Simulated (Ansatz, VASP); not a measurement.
**One calculation of Co, two programs**

INCAR

```
PREC = Accurate ; ENCUT = 520
EDIFF = 1E-7 ; ISMEAR = -1
SIGMA = 0.05 ; LREAL = F
LASPH = T ; NELM = 150
ALGO = Normal ; ISIF = 2
LWAVE = F ; LCHARG = T
ISPIN = 2 ; MAGMOM = 1.729 1.729
LORBIT = 11 ; LMAXMIX = 4
GGA = RP ; LELF = T
LVHAR = T ; NBANDS = 20
```

File KPOINTS:

```
regular mesh
0
Gamma
  23 23 13
```

The input POSCAR:

```
Co
1.0
    2.5847150964      0.0000000000      0.0000000000
   -1.2923575482      2.2384289350      0.0000000000
    0.0000000000      0.0000000000      4.1751918112
Co
2
Direct
    0.3333333333      0.6666666667      0.2500000000
    0.6666666667      0.3333333333      0.7500000000
```

Input for Ansatz:

```yaml
crystal:
  lattice:
    - [2.5847150915, 0.0, 0.0]
    - [-1.2923575457, 2.2384289308, 0.0]
    - [0.0, 0.0, 4.1751918169]
  atoms:
    - { symbol: Co, position: [0.3333333333, 0.6666666667, 0.25], spin: 1.729 }
    - { symbol: Co, position: [0.6666666667, 0.3333333333, 0.75], spin: 1.729 }
hamiltonian:
  xc: rpbe
  pseudopotentials:
    kind: paw
    azcp:
      Co: "pseudopotentials/Co.paw.azcp"
basis:
  ecutwfc: 420
  fft_grid_basis: typed
kpoints:
  mp_grid: { grid: [23, 23, 13], shift: [0, 0, 0] }
magnetization:
  spin_polarized: true
scf:
  occupations: { method: fermi_dirac, width: 0.05 }
output:
  stress: true
```

Alike in both runs: task single point; functional RPBE; k mesh 23 × 23 × 13; occupations fermi-dirac, width 0.05 eV; collinear spin.

```csv
,VASP,Ansatz
version,VASP 6.6.1,Ansatz 0.2.0
potentials or method,"VASP PAW PBE potentials, release 64 (Co), cutoff 520 eV","plane waves (420 eV) with PAW, scalar-relativistic"
valence electrons in the cell,18,34
```

VASP gave:

* pressure (GPa): -12.6
* traceless stress, the component that is largest in VASP (GPa): 0.24
* net moment per atom (μB): 1.69
* size of the moment on the site where the two differ most (μB): 1.74

Which values does Ansatz return?

Pressure (GPa): -12.5; traceless stress, the component that is largest in VASP (GPa): 0.43; net moment per atom (μB): 1.71; size of the moment on the site where the two differ most (μB): 1.80.

VASP's potentials were made for PBE, not for RPBE. Site moments also hang on the region over which each program counts them. VASP's potentials hold 18 valence electrons a cell and Ansatz's 34, so a difference there can come from the potentials and not from the codes.
